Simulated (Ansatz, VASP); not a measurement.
## One calculation of NaC8, two programs

```
Na C
1.0
     0.00000    0.00000    4.49613
     4.97600    0.00000    0.00000
    -2.48800    4.30934    0.00000
Na C
1 8
Direct
  0.50000 0.00000 0.00000
  0.00000 0.33467 0.16734
  0.00000 0.33333 0.66667
  0.00000 0.83266 0.16734
  0.00000 0.83266 0.66533
  0.00000 0.16734 0.33467
  0.00000 0.16734 0.83266
  0.00000 0.66667 0.33333
  0.00000 0.66533 0.83266
```

Alike in both runs: task single point; functional PBE; dispersion D3(BJ); k mesh 6 × 6 × 6; occupations gaussian, width 0.2 eV; no spin polarisation.

|  | VASP | Ansatz |
| --- | --- | --- |
| version | VASP 6.6.1 | Ansatz 0.2.0 |
| potentials or method | VASP PAW PBE potentials, release 64 (Na_sv, C), cutoff 1130 eV | scalar-relativistic, plane waves, PAW |
| valence electrons in the cell | 41 | 41 |

VASP gave:

```
gap on the k mesh at the Fermi level (eV)                     : none
pressure (GPa)                                                : 0.0
traceless stress, the component that is largest in VASP (GPa) : -0.06
rms of the force components (eV/Å)                            : 0.002
```

Q: What did Ansatz give for the same quantities?

A: gap on the k mesh at the Fermi level (eV): none; pressure (GPa): 0.1; traceless stress, the component that is largest in VASP (GPa): -0.12; rms of the force components (eV/Å): 0.003.

Atom by atom the forces differ by 0.001 eV/Å (rms over components). A gap of «none» marks a metal or a gap that the smearing closes.
